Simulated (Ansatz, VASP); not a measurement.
## Be in VASP and in Ansatz

File INCAR:

```
SYSTEM = Be
PREC = Accurate ; ENCUT = 600
EDIFF = 1E-6 ; ISMEAR = 0
SIGMA = 0.05 ; LREAL = .False.
LASPH = .True. ; NELM = 120
ALGO = Normal ; ISIF = 2
LWAVE = .False. ; LCHARG = .True.
GGA = CA ; LELF = .True.
LVHAR = .True. ; NBANDS = 9
GGA_COMPAT = .False.
```

KPOINTS

```
Automatic mesh
0
Gamma
  20 20 12
  0 0 0
```

File POSCAR:

```
Be
1.0
    2.2310929758      0.0000000000      0.0000000000
   -1.1155464879      1.9321831953      0.0000000000
    0.0000000000      0.0000000000      3.5046372127
Be
2
Direct
    0.3333333333      0.6666666667      0.7500000000
    0.6666666667      0.3333333333      0.2500000000
```

Input for Ansatz:

```yaml
crystal:
  lattice:
    - [2.2310929758, 0.0, 0.0]
    - [-1.1155464879, 1.9321831953, 0.0]
    - [0.0, 0.0, 3.5046372127]
  atoms:
    - { symbol: Be, position: [0.3333333333, 0.6666666667, 0.75] }
    - { symbol: Be, position: [0.6666666667, 0.3333333333, 0.25] }
basis:
  ecutwfc: 600
  ecutrho_ratio: 5
kpoints:
  mp_grid: { grid: [20, 20, 12] }
  band_path:
    path:
      - [[0.0, 0.0, 0.0], [0.5, 0.0, 0.0], [0.33333333, 0.33333333, 0.0], [0.0, 0.0, 0.0], [0.0, 0.0, 0.5], [0.5, 0.0, 0.5], [0.33333333, 0.33333333, 0.5], [0.0, 0.0, 0.5]]
      - [[0.5, 0.0, 0.5], [0.5, 0.0, 0.0]]
      - [[0.33333333, 0.33333333, 0.5], [0.33333333, 0.33333333, 0.0]]
    npoints: 14
hamiltonian:
  xc: lda
scf:
  occupations: { method: gaussian, width: 0.05 }
output:
  forces: true
  stress: true
  eigenvalues: true
  populations: true
  dos: { projected: true, de: 0.02, nscf_kmesh: { grid: [30, 30, 18] } }
  bader: true
```

Alike in both runs: task single point; functional LDA; k mesh 20 × 20 × 12; occupations gaussian, width 0.05 eV; no spin polarisation.

|  | VASP | Ansatz |
| --- | --- | --- |
| version | VASP 6.6.1 | Ansatz 0.2.0 |
| potentials or method | VASP PAW LDA potentials, release 64 (Be), cutoff 600 eV | scalar-relativistic, plane waves, PAW |
| valence electrons in the cell | 4 | 4 |

Ansatz gave:

| Property | Result |
| --- | --- |
| pressure (GPa) | 0.0 |

**Question.** What did VASP give for the same quantities?

**Answer.** Pressure (GPa): 0.5.

LDA's correlation is that of Perdew and Zunger in VASP and of Perdew and Wang (1992) in Ansatz.
